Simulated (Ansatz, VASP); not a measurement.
**One calculation of Mg, two programs**

Contents of INCAR:

```
SYSTEM = Mg
PREC = Accurate
ENCUT = 520
EDIFF = 1E-8
ISMEAR = -1
SIGMA = 0.05
LREAL = .FALSE.
LASPH = .TRUE.
NELM = 120
ALGO = Normal
ISIF = 2
LWAVE = .FALSE.
LCHARG = .FALSE.
GGA = CA
LEFG = .TRUE.
NBANDS = 7
GGA_COMPAT = .FALSE.
```

KPOINTS

```
regular mesh
0
G
  13 13 13
  0 0 0
```

Contents of POSCAR:

```
Mg
1.0
   -1.7918605652      1.7918605652      1.7918605652
    1.7918605652     -1.7918605652      1.7918605652
    1.7918605652      1.7918605652     -1.7918605652
Mg
1
Direct
    0.0000000000      0.0000000000      0.0000000000
```

Input for Ansatz:

```yaml
crystal:
  lattice:
    - [-1.7918605652, 1.7918605652, 1.7918605652]
    - [1.7918605652, -1.7918605652, 1.7918605652]
    - [1.7918605652, 1.7918605652, -1.7918605652]
  atoms:
    - { symbol: Mg, position: [0.0, 0.0, 0.0] }
kpoints:
  mp_grid: { grid: [13, 13, 13] }
  band_path:
    path:
      - [0.0, 0.0, 0.0]
      - [0.5, -0.5, 0.5]
      - [0.0, 0.0, 0.5]
      - [0.0, 0.0, 0.0]
      - [0.25, 0.25, 0.25]
      - [0.5, -0.5, 0.5]
      - [0.25, 0.25, 0.25]
      - [0.0, 0.0, 0.5]
    npoints: 5
scf:
  occupations: { method: fermi_dirac, width: 0.05 }
hamiltonian:
  xc: lda
  pseudopotentials: { kind: paw }
output:
  forces: true
  stress: true
  eigenvalues: true
  efg: { contact_densities: true }
```

Alike in both runs: task electric field gradients; functional LDA; k mesh 13 × 13 × 13; occupations fermi-dirac, width 0.05 eV; no spin polarisation.

|  | VASP | Ansatz |
| --- | --- | --- |
| version | VASP 6.6.1 | Ansatz 0.2.0 |
| potentials or method | VASP PAW LDA potentials, release 64 (Mg) | PAW with Ansatz's default frozen-core files, scalar-relativistic |
| plane-wave cutoff (eV) | 520 | 420 |
| valence electrons in the cell | 2 | 10 |

```csv
,VASP,Ansatz,Ansatz less VASP
pressure (GPa),-2.4,-2.0,+0.32
```

LDA's correlation is that of Perdew and Zunger in VASP and of Perdew and Wang (1992) in Ansatz. VASP's potentials hold 2 valence electrons a cell and Ansatz's 10, so a difference there can come from the potentials and not from the codes.
